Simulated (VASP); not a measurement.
Si12O24F (a cell with a defect): single point with r2SCAN

The system is Si12O24F (a cell with a defect).

```
Si O F
1.0
    -2.45825    4.25781    5.40700
     4.91650    0.00000    5.40700
     4.91650    8.51563    0.00000
Si O F
12 24 1
Direct
  0.94053 0.38896 0.02381
  0.55050 0.10066 0.95561
  0.99185 0.98679 0.26469
  0.96397 0.40138 0.52569
  0.55623 0.10918 0.45673
  0.95924 0.00825 0.74893
  0.41310 0.92038 0.29455
  0.07827 0.58613 0.19350
  0.52453 0.51162 0.51978
  0.38852 0.91648 0.79165
  0.09951 0.57595 0.70043
  0.49932 0.50836 0.00629
  0.31481 0.57472 0.14039
  0.45675 0.32750 0.97225
  0.00070 0.54800 0.07264
  0.02492 0.16755 0.11697
  0.50454 0.94537 0.11861
  0.17814 0.92666 0.33643
  0.33806 0.55216 0.65916
  0.50136 0.33701 0.46548
  0.04390 0.56032 0.55925
  0.06358 0.18597 0.61604
  0.48652 0.95669 0.61317
  0.15577 0.93139 0.83242
  0.79257 0.04980 0.38586
  0.96771 0.80465 0.21973
  0.44565 0.09696 0.34213
  0.52570 0.70613 0.37941
  0.03232 0.41736 0.34805
  0.72277 0.46879 0.57247
  0.78906 0.06553 0.89906
  0.98531 0.78252 0.73694
  0.42994 0.07016 0.85831
  0.51319 0.69384 0.86172
  0.03435 0.40239 0.84848
  0.69991 0.43612 0.06332
  0.77488 0.08287 0.65601
```

```yaml
Program: VASP 6.6.1
Task: single point
Functional: r2SCAN
Potentials_or_basis: VASP PAW PBE potentials, release 64 (Si, O, F)
Cutoff: 520 eV
k_mesh: 2 × 2 × 1
Occupations: gaussian, width 0.02 eV
Spin: no spin polarisation
```

* Largest force: 0.166 eV/Å

Forces on the atoms (eV/Å):
```
Si  -0.007  0.009 -0.006
Si   0.031 -0.009 -0.033
Si   0.015  0.001 -0.011
Si  -0.001 -0.033  0.010
Si   0.008  0.008  0.024
Si  -0.041  0.159  0.026
Si  -0.027 -0.001 -0.005
Si   0.014 -0.040 -0.003
Si   0.008  0.004  0.007
Si  -0.034  0.008  0.037
Si   0.010  0.009  0.002
Si   0.000  0.026  0.011
O    0.002  0.002  0.003
O   -0.009  0.006 -0.004
O   -0.010  0.006 -0.005
O    0.006  0.009 -0.002
O    0.005 -0.012  0.007
O   -0.003  0.000  0.005
O    0.001 -0.003 -0.004
O    0.002  0.010  0.003
O   -0.002 -0.002  0.002
O   -0.017  0.030 -0.023
O    0.012  0.006 -0.004
O    0.017 -0.033 -0.044
O    0.003 -0.013 -0.009
O   -0.002  0.010 -0.001
O    0.005  0.000  0.008
O    0.009  0.009 -0.003
O    0.006  0.005 -0.012
O   -0.017  0.006  0.011
O   -0.012 -0.015  0.016
O    0.029 -0.013  0.023
O   -0.023  0.002  0.000
O    0.010 -0.012  0.006
O   -0.005 -0.013  0.009
O   -0.004 -0.006  0.000
F    0.021 -0.118 -0.043
```

Levels at points of the mesh, in eV from the Fermi level:
```csv
k point,band 96,band 97,band 98,band 99,band 100,band 101,band 102,band 103,band 104,band 105
"(0.00, 0.00, 0.00)",-1.04,-0.94,-0.82,-0.61,-0.31,5.65,8.08,8.22,8.73,8.87
"(0.50, 0.00, 0.00)",-1.02,-0.87,-0.79,-0.58,-0.19,6.98,7.00,8.02,8.67,8.84
"(0.00, 0.50, 0.00)",-1.05,-0.94,-0.84,-0.64,-0.23,6.89,7.14,8.05,8.66,8.78
"(0.50, 0.50, 0.00)",-1.04,-0.99,-0.84,-0.63,-0.15,7.51,7.70,7.94,8.10,8.26
```

Run time: 11 min on 1 thread of Intel(R) Xeon(R) 6975P-C (Granite Rapids), with other jobs on the host, peak memory 0.64 GiB.

Caveat: the k points lie up to 0.70 Å⁻¹ apart; the cell carries a net charge on a neutralising background, which shifts energy and pressure; the cell is charged against a uniform background, so pressure and absolute levels hang on convention; the PAW data sets were made with another functional, which shifts forces and pressure a little.
